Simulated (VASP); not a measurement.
# Al3Cu (P4/mmm) in VASP: notebook, part 2 of 3

VASP 6.6.1. The steps go on from the part before.

### 5 Relaxation of shape and atoms at fixed volume, r2SCAN (14.16 Å³/atom)

This run uses another cell than the first one, of 14.16 Å³/atom.

Contents of POSCAR:

```
Al3Cu
1.0
    2.7457609570      0.0000000000      0.0000000000
    0.0000000000      2.7457609570      0.0000000000
    0.0000000000      0.0000000000      7.5151723803
Al Cu
3 1
Direct
    0.0000000000      0.0000000000      0.5000000000
    0.5000000000      0.5000000000      0.2226430006
    0.5000000000      0.5000000000      0.7773569994
    0.0000000000      0.0000000000      0.0000000000
```

Contents of INCAR.step1:

```
SYSTEM = Al3Cu
  PREC = Accurate
  ENCUT = 600
  ISMEAR = 0
  SIGMA = 0.1
  LREAL = .False.
  LASPH = .True.
  NELM = 100
  GGA = PE
  ALGO = Normal
  EDIFF = 1E-4
  LWAVE = .True.
  LCHARG = .False.
```

Contents of INCAR.step2:

```
SYSTEM = Al3Cu
  PREC = Accurate
  ENCUT = 600
  EDIFF = 1E-6
  ISMEAR = 0
  SIGMA = 0.1
  LREAL = .False.
  LASPH = .True.
  NELM = 100
  ALGO = Normal
  ISIF = 4
  LWAVE = .False.
  LCHARG = .False.
  METAGGA = R2SCAN
  LMIXTAU = .True.
  IBRION = 2
  NSW = 50
  EDIFFG = -0.01
  ISTART = 1
```

Contents of KPOINTS:

```
Automatic mesh
0
Gamma
  16 16 6
  0 0 0
```

On the command line:

```
$ cat potpaw_PBE.64/Al/POTCAR potpaw_PBE.64/Cu/POTCAR > POTCAR
$ cp INCAR.step1 INCAR
$ mpirun -np 1 vasp_std > vasp.out
$ cp INCAR.step2 INCAR
$ mpirun -np 1 vasp_std > vasp.out
```

Wall time 32 min (1 thread of Oxide Virtual Turin-like, shared host); peak memory 0.3 GiB.

The run converged. Its results:

```yaml
Free_energy: -31.3899 eV
Energy_gained_by_relaxing: 0.2 meV/atom
Ionic_steps: 4
Pressure_after_relaxing: 3.2 GPa
Largest_force_after_relaxing: 0.004 eV/Å
Band_gap_on_the_k_mesh: zero (bands 10 and 11 overlap by 6.51 eV)
```

Forces in eV/Å, atoms in the order of the input:
```
Al   0.000  0.000  0.000
Al   0.000  0.000  0.004
Al   0.000  0.000 -0.004
Cu   0.000  0.000  0.000
```

Stress tensor (GPa, compression positive):
```
3.17 0.00 0.00
0.00 3.17 0.00
0.00 0.00 3.31
```

Step by step:
| step | energy change (eV) | largest force (eV/Å) | pressure (GPa) | volume (Å³) |
| --- | --- | --- | --- | --- |
| 1 | 0.0000 | 0.0800 | 3.36 | 56.66 |
| 2 | -0.0006 | 0.0524 | 3.28 | 56.66 |
| 3 | -0.0009 | 0.0185 | 3.24 | 56.66 |
| 4 | -0.0009 | 0.0043 | 3.22 | 56.66 |

Final structure:
```yaml
crystal:
  lattice:
    - [2.74805, 0.00000, 0.00000]
    - [0.00000, 2.74805, 0.00000]
    - [0.00000, 0.00000, 7.50264]
  atoms:
    - { symbol: Al, position: [0.00000, 0.00000, 0.50000] }
    - { symbol: Al, position: [0.50000, 0.50000, 0.22406] }
    - { symbol: Al, position: [0.50000, 0.50000, 0.77594] }
    - { symbol: Cu, position: [0.00000, 0.00000, 0.00000] }
```

Levels at points of the mesh, in eV from the Fermi level:
| k point | band 7 | band 8 | band 9 | band 10 | band 11 | band 12 | band 13 | band 14 |
| --- | --- | --- | --- | --- | --- | --- | --- | --- |
| (0.00, 0.00, 0.00) | -3.86 | -3.45 | -2.02 | 0.61 | 6.63 | 7.28 | 7.28 | 8.33 |
| (0.50, 0.00, 0.00) | -3.96 | -3.91 | -3.75 | -2.50 | -1.95 | 2.80 | 4.17 | 4.43 |
| (0.50, 0.50, 0.00) | -2.82 | -0.58 | -0.36 | 0.10 | 0.10 | 0.45 | 0.45 | 0.57 |
| (0.00, 0.00, 0.50) | -3.86 | -3.82 | -3.45 | 4.42 | 6.01 | 6.62 | 7.85 | 7.85 |
| (0.50, 0.00, 0.50) | -3.96 | -3.75 | -2.84 | -1.15 | -1.03 | 0.07 | 1.01 | 9.26 |
| (0.50, 0.50, 0.50) | -2.01 | -1.90 | -1.90 | -0.62 | -0.57 | 0.58 | 2.09 | 3.40 |

Caveat: the PAW data sets were made with another functional, which shifts forces and pressure a little.

### 6 Single point, r2SCAN (biaxial strain in the a-b plane: -1.0 %)

Contents of POSCAR:

```
Al3Cu
1.0
    2.7460430552      0.0000000000      0.0000000000
    0.0000000000      2.7460430552      0.0000000000
    0.0000000000      0.0000000000      7.6374142920
Al Cu
3 1
Direct
    0.0000000000      0.0000000000      0.5000000000
    0.5000000000      0.5000000000      0.2226430006
    0.5000000000      0.5000000000      0.7773569994
    0.0000000000      0.0000000000      0.0000000000
```

Contents of INCAR.step1:

```
SYSTEM = Al3Cu
PREC     = Accurate       ! precision mode
ENCUT    = 520            ! plane-wave cutoff, eV
ISMEAR   = 0              ! smearing method
SIGMA    = 0.1            ! smearing width, eV
LREAL    = .FALSE.        ! projectors in reciprocal space
LASPH    = .TRUE.         ! aspherical terms in the spheres
NELM     = 80             ! most SCF steps
NBANDS   = 18             ! bands
GGA      = PE             ! functional
ALGO     = Normal         ! electronic algorithm
EDIFF    = 1E-4           ! SCF threshold, eV
LWAVE    = .TRUE.         ! write WAVECAR
LCHARG   = .FALSE.        ! write CHGCAR
```

Contents of INCAR.step2:

```
SYSTEM = Al3Cu
PREC     = Accurate       ! precision mode
ENCUT    = 520            ! plane-wave cutoff, eV
EDIFF    = 1E-6           ! SCF threshold, eV
ISMEAR   = 0              ! smearing method
SIGMA    = 0.1            ! smearing width, eV
LREAL    = .FALSE.        ! projectors in reciprocal space
LASPH    = .TRUE.         ! aspherical terms in the spheres
NELM     = 80             ! most SCF steps
ALGO     = Normal         ! electronic algorithm
ISIF     = 2              ! what is computed and relaxed
LWAVE    = .FALSE.        ! write WAVECAR
LCHARG   = .FALSE.        ! write CHGCAR
METAGGA  = R2SCAN         ! meta-GGA
LMIXTAU  = .TRUE.       
NBANDS   = 18             ! bands
ISTART   = 1
```

Contents of KPOINTS:

```
Automatic mesh
0
G
  18 18 8
  0 0 0
```

Potentials or basis: VASP PAW PBE potentials, release 64 (Al, Cu).

On the command line:

```
$ cat potpaw_PBE.64/Al/POTCAR potpaw_PBE.64/Cu/POTCAR > POTCAR
$ cp INCAR.step1 INCAR
$ mpirun -np 1 vasp_std > vasp.out
$ cp INCAR.step2 INCAR
$ mpirun -np 1 vasp_std > vasp.out
```

OUTCAR:

```text
SYSTEM = Al3Cu
   PREC = Accurate
   ENCUT = 520
   EDIFF = 1E-6
   ISMEAR = 0
   LREAL = .FALSE.
   LASPH = .TRUE.
   NELM = 80
   ISIF = 2
   METAGGA = R2SCAN
   ISTART = 1

 ion  position               nearest neighbor table
   1  0.000  0.000  0.500-   2 2.87   3 2.87   2 2.87   3 2.87   2 2.87   3 2.87   2 2.87   3 2.87

   2  0.500  0.500  0.223-   4 2.58   4 2.58   4 2.58   4 2.58   1 2.87   1 2.87   1 2.87   1 2.87

   3  0.500  0.500  0.777-   4 2.58   4 2.58   4 2.58   4 2.58   1 2.87   1 2.87   1 2.87   1 2.87

   4  0.000  0.000  0.000-   2 2.58   3 2.58   2 2.58   3 2.58   2 2.58   3 2.58   2 2.58   3 2.58

  LATTYP: Found a simple tetragonal cell.
 ALAT       =     2.7460430552
 C/A-ratio  =     2.7812434614

  Lattice vectors:

 A1 = (   2.7460430552,   0.0000000000,   0.0000000000)
 A2 = (   0.0000000000,   2.7460430552,   0.0000000000)
 A3 = (   0.0000000000,   0.0000000000,   7.6374142920)

Analysis of symmetry for initial positions (statically):
=====================================================================
 Subroutine PRICEL returns:
 Original cell was already a primitive cell.

 Routine SETGRP: Setting up the symmetry group for a
 simple tetragonal supercell.

 Subroutine GETGRP returns: Found 16 space group operations
 (whereof 16 operations were pure point group operations)
 out of a pool of 16 trial point group operations.

The static configuration has the point symmetry D_4h.

Analysis of symmetry for dynamics (positions and initial velocities):
=====================================================================
 Subroutine PRICEL returns:
 Original cell was already a primitive cell.

 Routine SETGRP: Setting up the symmetry group for a
 simple tetragonal supercell.

[... 124 lines left out ...]
   EFERMI_NEDOS =   21; number of points for ismear=-14 and -15
   IALGO  =     38    algorithm
   IMIX   =      4    mixing-type and parameters
     AMIX     =   0.40;   BMIX     =  1.00
     AMIX_MAG =   1.60;   BMIX_MAG =  1.00
  volume/ion in A,a.u.               =      14.40        97.16
  Fermi-wavevector in a.u.,A,eV,Ry     =   1.150706  2.174520 18.015814  1.324125
  Thomas-Fermi vector in A             =   2.287369
   LORBIT       =      0    0 simple, 1 ext, 2 COOP (PROOUT), +10 PAW based schemes
   METAGGA = R2SCAN    functional components
   LHFCALC =     F    Hartree Fock is set to
   AEXX    =    0.0000 exact exchange contribution
   IVDW    =     0    specifies the selected vdW correction
   LEPSILON=     F    determine dielectric tensor
   LRPA    =     F    only Hartree local field effects (RPA)
 non-spin polarized calculation
 Gauss-broadening in eV      SIGMA  =   0.10
  energy-cutoff  :      520.00
  volume of cell :       57.59
 maximum number of plane-waves:      1568
   NGX = 11   NGY = 11   NGZ = 29

 number of electron      19.9999978 magnetization

 Free energy of the ion-electron system (eV)
  ---------------------------------------------------
  ext. energy  EPLUGINS =         0.00000000
  ---------------------------------------------------
  free energy    TOTEN  =       -31.41895844 eV

  energy without entropy =      -31.41490940  energy(sigma->0) =      -31.41693392

 E-fermi :   8.6919     XC(G=0): -11.7551

 val. band max:        8.6912660954   @ k =   0.5000   0.3889   0.1250
 cond. band min:       8.7016087936   @ k =   0.5000   0.0000   0.5000
 fundamental gap:      0.0103426983
 Fermi energy:         8.6919014356

 k-point     1 :       0.0000    0.0000    0.0000
  band No.  band energies     occupation
      1      -3.3533      2.00000
      2      -0.8539      2.00000
      3      -0.4839      2.00000
      4       3.8767      2.00000
      5       3.9121      2.00000
      6       4.8505      2.00000
[... 481 lines left out ...]
      5       4.1575      2.00000
      6       4.3098      2.00000
[... 10 lines left out ...]
     17      17.3754      0.00000
     18      18.6742      0.00000

 [... further k-points ...]

------------------------ aborting loop because EDIFF is reached ----------------------------------------

  FORCE on cell =-STRESS in cart. coord.  units (eV):
  Direction    XX          YY          ZZ          XY          YZ          ZX
  --------------------------------------------------------------------------------------
  -------------------------------------------------------------------------------------
  Total        0.9229267      0.9229267     -0.2800367      0.0000000      0.0000000      0.0000000
  in kB       25.6753731     25.6753731     -7.7904839      0.0000000      0.0000000      0.0000000
  external PRESSURE =      14.5200874 kB  Pullay stress =       0.0000000 kB

 VOLUME and BASIS-vectors are now :
 -----------------------------------------------------------------------------
  energy-cutoff  :      520.00
  volume of cell :       57.59
      direct lattice vectors                 reciprocal lattice vectors
     2.746043055  0.000000000  0.000000000     0.364160350  0.000000000  0.000000000
     0.000000000  2.746043055  0.000000000     0.000000000  0.364160350  0.000000000
     0.000000000  0.000000000  7.637414292     0.000000000  0.000000000  0.130934366

 POSITION                                       TOTAL-FORCE (eV/Angst)
 -----------------------------------------------------------------------------------
      0.00000      0.00000      3.81871        -0.000000     -0.000000      0.000000
      1.37302      1.37302      1.70042        -0.000000      0.000000      0.117990
      1.37302      1.37302      5.93700         0.000000     -0.000000     -0.117990
      0.00000      0.00000      0.00000        -0.000000     -0.000000      0.000000
 -----------------------------------------------------------------------------------
    total drift:                               -0.000000     -0.000000     -0.000000

  FREE ENERGIE OF THE ION-ELECTRON SYSTEM (eV)
  ---------------------------------------------------
  free  energy   TOTEN  =       -31.4189584425 eV

  energy  without entropy=      -31.4149094007  energy(sigma->0) =      -31.41693392
```

OUTCAR.step1:

```text
SYSTEM = Al3Cu
   PREC = Accurate
   ENCUT = 520
   ISMEAR = 0
   LREAL = .FALSE.
   LASPH = .TRUE.
[... 736 lines left out ...]
      1.37302      1.37302      1.70042         0.000000      0.000000      0.180527
      1.37302      1.37302      5.93700         0.000000     -0.000000     -0.180527
      0.00000      0.00000      0.00000         0.000000      0.000000      0.000000
 -----------------------------------------------------------------------------------
    total drift:                               -0.000000     -0.000000     -0.000000

  FREE ENERGIE OF THE ION-ELECTRON SYSTEM (eV)
  ---------------------------------------------------
  free  energy   TOTEN  =       -15.2979798790 eV

  energy  without entropy=      -15.2936141670  energy(sigma->0) =      -15.29579702
```

It took 24 min on 1 thread of Oxide Virtual Turin-like, shared host; peak memory 0.34 GiB.

Results:

* Free energy: -31.4190 eV
* Pressure: 1.5 GPa
* Largest force: 0.118 eV/Å
* Band gap on the k mesh: zero (bands 10 and 11 overlap by 6.05 eV)

Forces in eV/Å, atoms in the order of the input:
```
Al   0.000  0.000  0.000
Al   0.000  0.000  0.118
Al   0.000  0.000 -0.118
Cu   0.000  0.000  0.000
```

Stress tensor (GPa, compression positive):
```
 2.57  0.00  0.00
 0.00  2.57  0.00
 0.00  0.00 -0.78
```

Levels at points of the mesh, in eV from the Fermi level:
```csv
k point,band 7,band 8,band 9,band 10,band 11,band 12,band 13,band 14
"(0.00, 0.00, 0.00)",-3.84,-3.43,-2.24,0.30,6.78,7.44,7.44,8.37
"(0.50, 0.00, 0.00)",-3.93,-3.92,-3.73,-2.53,-1.96,2.60,3.96,4.14
"(0.50, 0.50, 0.00)",-2.69,-0.42,-0.25,0.13,0.13,0.47,0.47,0.65
"(0.00, 0.00, 0.50)",-3.84,-3.84,-3.43,3.97,5.57,6.77,8.02,8.02
"(0.50, 0.00, 0.50)",-3.93,-3.73,-2.83,-1.19,-1.18,0.01,0.84,8.89
"(0.50, 0.50, 0.50)",-1.94,-1.78,-1.78,-0.45,-0.44,0.66,2.09,3.40
```

Caveat: the cell differs from its parent crystal (biaxial strain in the a-b plane: -1.0 %); the PAW data sets were made with another functional, which shifts forces and pressure a little.

(Part 2 of 3 ends here.)

The gap in the log of VASP goes by the Fermi energy; the results here count the filled bands.